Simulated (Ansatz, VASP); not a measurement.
**V in VASP and in Ansatz**

Contents of INCAR:

```
ALGO = Fast
EDIFF = 1E-6
ENCUT = 520
GGA = PE
ISIF = 2
ISMEAR = 0
LASPH = T
LCHARG = F
LREAL = F
LWAVE = F
NBANDS = 20
NELM = 100
PREC = Accurate
SIGMA = 0.15
```

The input KPOINTS:

```
k-points
0
Gamma
  21 21 10
```

Contents of POSCAR:

```
V
1.0
    2.6042941027      0.0000000000      0.0000000000
   -1.3021470513      2.2553848518      0.0000000000
    0.0000000000      0.0000000000      4.9595028000
V
2
Direct
    0.6666666667      0.3333333333      0.7500000000
    0.3333333333      0.6666666667      0.2500000000
```

Input for Ansatz:

```yaml
crystal:
  lattice:
    - [2.6042941027, 0.0, 0.0]
    - [-1.3021470513, 2.2553848518, 0.0]
    - [0.0, 0.0, 4.9595028]
  atoms:
    - { symbol: V, position: [0.6666666667, 0.3333333333, 0.75] }
    - { symbol: V, position: [0.3333333333, 0.6666666667, 0.25] }
basis:
  ecutwfc: 420
kpoints:
  mp_grid: { grid: [21, 21, 10] }
hamiltonian:
  xc: pbe
scf:
  occupations: { method: gaussian, width: 0.15 }
output:
  forces: true
  stress: true
  eigenvalues: true
```

Change from the starting cell: strain +0.000 along x and y, +0.050 along z, atoms carried along.

Alike in both runs: task single point; functional PBE; k mesh 21 × 21 × 10; occupations gaussian, width 0.15 eV; no spin polarisation.

|  | VASP | Ansatz |
| --- | --- | --- |
| version | VASP 6.6.1 | Ansatz 0.2.0 |
| potentials or method | VASP PAW PBE potentials, release 64 (V_sv), cutoff 520 eV | scalar-relativistic, plane waves, PAW |
| valence electrons in the cell | 26 | 26 |

```tsv
	VASP	Ansatz	Ansatz less VASP
gap on the k mesh at the Fermi level (eV)	none	none	-
pressure (GPa)	-7.2	-7.4	-0.18
traceless stress, the component that is largest in VASP (GPa)	-6.63	-6.60	+0.033
```

A gap of «none» marks a metal or a gap that the smearing closes.
